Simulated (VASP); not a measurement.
A run of VASP 6.6.1 is set up as follows.

File INCAR:

```
SYSTEM = Li4TmGe
PREC     = Accurate       ! precision mode
ENCUT    = 750            ! plane-wave cutoff, eV
EDIFF    = 1E-6           ! SCF threshold, eV
ISMEAR   = 0              ! smearing method
SIGMA    = 0.2            ! smearing width, eV
LREAL    = .False.        ! projectors in reciprocal space
LASPH    = .True.         ! aspherical terms in the spheres
NELM     = 200            ! most SCF steps
ALGO     = Normal         ! electronic algorithm
ISIF     = 2              ! what is computed and relaxed
LWAVE    = .False.        ! write WAVECAR
LCHARG   = .False.        ! write CHGCAR
GGA      = PE             ! functional
NBANDS   = 26             ! bands
GGA_COMPAT= .False.      
LMAXMIX  = 6              ! l up to which the mixer works
```

The input KPOINTS:

```
regular mesh
0
Gamma
  4 4 4
  0 0 0
```

Contents of POSCAR:

```
Li4TmGe
1.0
    0.0000000000      3.7530120548      3.7530120548
    3.7530120548      0.0000000000      3.7530120548
    3.7530120548      3.7530120548      0.0000000000
Li Tm Ge
4 1 1
Direct
    0.3739466638      0.3739466638      0.8781600087
    0.8781600087      0.3739466638      0.3739466638
    0.3739466638      0.3739466638      0.3739466638
    0.3739466638      0.8781600087      0.3739466638
    0.7500000000      0.7500000000      0.7500000000
    0.0000000000      0.0000000000      0.0000000000
```

Potentials or basis: VASP PAW PBE potentials, release 64 (Li_sv, Tm_3, Ge_d), 4f in core.

The run is started by

```console
$ cat potpaw_PBE.64/Li_sv/POTCAR potpaw_PBE.64/Tm_3/POTCAR potpaw_PBE.64/Ge_d/POTCAR > POTCAR
$ mpirun -np 1 vasp_std > vasp.out
```

Q: Estimate the pressure.

A: 0.7 GPa.

Q: Predict the band gap on the k mesh.

A: Zero (an odd number of electrons rules out a gap without spin polarisation).

Caveat: the k points lie up to 0.36 Å⁻¹ apart, too coarse for converged energies and pressures of a metal; spin-orbit coupling is left out, which moves the levels of the heavy elements; the 4f electrons are frozen in the core, so they carry no moment and show no levels. Spin polarisation is off, so any magnetic state and its effect on volume and gap are missing.
